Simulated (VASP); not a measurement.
Input of a VASP 6.6.1 run:

INCAR

```
PREC = Accurate ; ENCUT = 520
EDIFF = 1E-6 ; ISMEAR = -1
SIGMA = 0.02 ; LREAL = Auto
LASPH = T ; NELM = 120
ALGO = Normal ; ISIF = 2
LWAVE = F ; LCHARG = F
GGA = PE ; NBANDS = 55
GGA_COMPAT = F
```

The input KPOINTS:

```
Automatic mesh
0
Gamma
  1 1 1
```

Contents of POSCAR:

```
H8C2O
1.0
    7.2495050000      0.0000000000      0.0000000000
    0.0000000000      7.2495050000      0.0000000000
    0.0000000000      0.0000000000      7.2495050000
H C O
24 6 3
Direct
    0.0481550120      0.4845848096      0.5159800566
    0.0995378305      0.4957166041      0.4041931139
    0.0831091226      0.1947443308      0.8680040913
    0.0197668668      0.2387059530      0.9269598407
    0.6661006510      0.8951645664      0.8877709582
    0.5664524681      0.8995234847      0.8889986282
    0.3227116886      0.5029308898      0.5749771881
    0.4189113602      0.1927993704      0.5556241426
    0.5999168219      0.2870126995      0.4032689128
    0.3785223957      0.1366576063      0.1983445766
    0.1839435934      0.2417682311      0.2903646525
    0.3205046414      0.3774602542      0.1453478548
    0.4268705243      0.6592863927      0.2589004353
    0.1612110068      0.8712456919      0.1359954921
    0.1223393873      0.6467476055      0.1721910668
    0.0486929797      0.6615210280     -0.1021862872
    0.1628387042      0.8638658777     -0.1779845658
    0.2825986050      0.6692732814     -0.1881369831
    0.6493270920      0.9339120395      0.1840539458
    0.8530099641      0.7720389185      0.3471685308
    0.6423059230      0.8089241955      0.4673560471
    0.9073998845      0.9047238398      0.6851226394
    0.9814601135      1.0404158629      0.5009169592
    0.7764806011      1.1044064388      0.5937508837
    0.3349745948      0.2692459692      0.2599074006
    0.4705010894      0.3044897548      0.4455200734
    0.1821089854      0.7351950237     -0.1030553121
    0.2125110611      0.7325465670      0.1032346346
    0.8564032993      0.9816532301      0.5644109494
    0.7694594321      0.8786393002      0.4163042856
    0.4379471426      0.4946958448      0.5133453939
    0.4081657989      0.7147246605      0.1342022662
    0.7317465123      0.9971301489      0.2618109788
```

Potentials or basis: VASP PAW PBE potentials, release 64 (H, C, O).

Launch:

```bash
$ cat potpaw_PBE.64/H/POTCAR potpaw_PBE.64/C/POTCAR potpaw_PBE.64/O/POTCAR > POTCAR
$ mpirun -np 1 vasp_gam > vasp.out
```

(1) Predict the band gap on the k mesh.

(2) Estimate the largest force.

Answers

(1) 5.09 eV.

(2) 7.858 eV/Å.

Caveat: the k points lie up to 0.87 Å⁻¹ apart, too coarse for converged energies, forces and pressures.
